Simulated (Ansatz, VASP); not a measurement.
# CoO: VASP beside Ansatz

```
Co O
1.0
     0.00000    2.13150    2.11018
     2.13150    0.00000    2.11018
     2.13150    2.13150    0.00000
Co O
1 1
Direct
  0.00000 0.00000 0.00000
  0.50000 0.50000 0.50000
```

Change from the starting cell: zz strain of -1 %.

Alike in both runs: task single point; functional PBE; k mesh 16 × 16 × 16; occupations fermi-dirac, width 0.05 eV; collinear spin.

|  | VASP | Ansatz |
| --- | --- | --- |
| version | VASP 6.6.1 | Ansatz 0.2.0 |
| potentials or method | VASP PAW PBE potentials, release 64 (Co, O), cutoff 520 eV | all-electron LAPW, scalar-relativistic |

|  | VASP | Ansatz | Ansatz less VASP |
| --- | --- | --- | --- |
| pressure (GPa) | -0.7 | -0.1 | +0.57 |
| traceless stress, the component that is largest in VASP (GPa) | 0.06 | -0.09 | -0.154 |
| net moment per atom (μB) | 1.44 | 1.46 | +0.017 |
| size of the moment on the site where the two differ most (μB) | 2.54 | 2.58 | +0.038 |

Site moments also hang on the region over which each program counts them. Ansatz ran all-electron here, and VASP with PAW potentials.
